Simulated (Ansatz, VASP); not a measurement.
One calculation of KBr, two programs

Contents of POSCAR:

```
KBr
1.0
    0.0000000000      3.2350230948      3.2350230948
    3.2350230948      0.0000000000      3.2350230948
    3.2350230948      3.2350230948      0.0000000000
K Br
1 1
Direct
    0.0000000000      0.0000000000      0.0000000000
    0.5000000000      0.5000000000      0.5000000000
```

Contents of INCAR.step1:

```
SYSTEM = KBr
PREC = Accurate
ENCUT = 520
ISMEAR = 0
SIGMA = 0.01
LREAL = .FALSE.
LASPH = .TRUE.
NELM = 80
NBANDS = 15
GGA = PE
ALGO = Normal
EDIFF = 1E-4
LWAVE = .TRUE.
LCHARG = .FALSE.
```

File INCAR.step2:

```
SYSTEM = KBr
PREC = Accurate
ENCUT = 520
EDIFF = 1E-7
ISMEAR = 0
SIGMA = 0.01
LREAL = .FALSE.
LASPH = .TRUE.
NELM = 80
ALGO = Normal
ISIF = 2
LWAVE = .FALSE.
LCHARG = .TRUE.
METAGGA = R2SCAN
LMIXTAU = .TRUE.
LELF = .TRUE.
LVHAR = .TRUE.
NBANDS = 15
ISTART = 1
```

The input KPOINTS:

```
regular mesh
0
G
  6 6 6
  0 0 0
```

Input for Ansatz:

```yaml
crystal:
  lattice:
    - [0.0, 3.2350230948, 3.2350230948]
    - [3.2350230948, 0.0, 3.2350230948]
    - [3.2350230948, 3.2350230948, 0.0]
  atoms:
    - { symbol: K, position: [0.0, 0.0, 0.0] }
    - { symbol: Br, position: [0.5, 0.5, 0.5] }
kpoints:
  mp_grid: { grid: [6, 6, 6] }
hamiltonian:
  xc: r2scan
scf:
  occupations: { method: fixed }
  n_extra_bands: 4
output:
  forces: true
  stress: true
  eigenvalues: true
```

Alike in both runs: task single point; functional r2SCAN; k mesh 6 × 6 × 6; no spin polarisation.

```csv
,VASP,Ansatz
version,VASP 6.6.1,Ansatz 0.2.0
potentials or method,"VASP PAW PBE potentials, release 64 (K_sv, Br)","plane waves, PAW"
plane-wave cutoff (eV),520,500
occupations,"gaussian, width 0.01 eV",fixed
valence electrons in the cell,16,16
```

```csv
,VASP,Ansatz,Ansatz less VASP
gap on the k mesh at the Fermi level (eV),5.26,5.25,-0.003
pressure (GPa),1.2,1.2,-0.01
```

VASP's potentials were made for PBE, not for r2SCAN.
